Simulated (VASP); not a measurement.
CoSi2:

```xyz
3
Lattice="0.0000 2.6564 2.6564 2.6564 0.0000 2.6564 2.6564 2.6564 0.0000" Properties=species:S:1:pos:R:3 pbc="T T T"
Co    0.0000    0.0000    0.0000
Si    1.3282    1.3282    1.3282
Si    3.9845    3.9845    3.9845
```

Base run:

* Program: VASP 6.6.1
* Functional: PBEsol
* Potentials or basis: VASP PAW PBE potentials, release 64 (Co, Si)
* Cutoff: 520 eV
* k mesh: 14 × 14 × 14
* Occupations: gaussian, width 0.15 eV
* Spin: collinear spin, ferromagnetic start
* Starting moments: [0.825, 0.0, 0.0] μB
* Fixed moment: 0.825 μB

Its results: pressure 2.5 GPa; site moments Co +0.50; Si +0.07 μB.

Q: The run is repeated on the same cell with these changes: fixed moment from 0.825 μB to 1.925 μB; moments at the start from [0.82, 0.0, 0.0] to [1.92, 0.0, 0.0]. What comes out?

A: Pressure 14.0 GPa; site moments Co +1.20; Si +0.16 μB.

Caveats: the PAW data sets were made with another functional, which shifts forces and pressure a little; the total moment is fixed, so each spin has its own Fermi level; the cell stands under pressure (at least some runs).
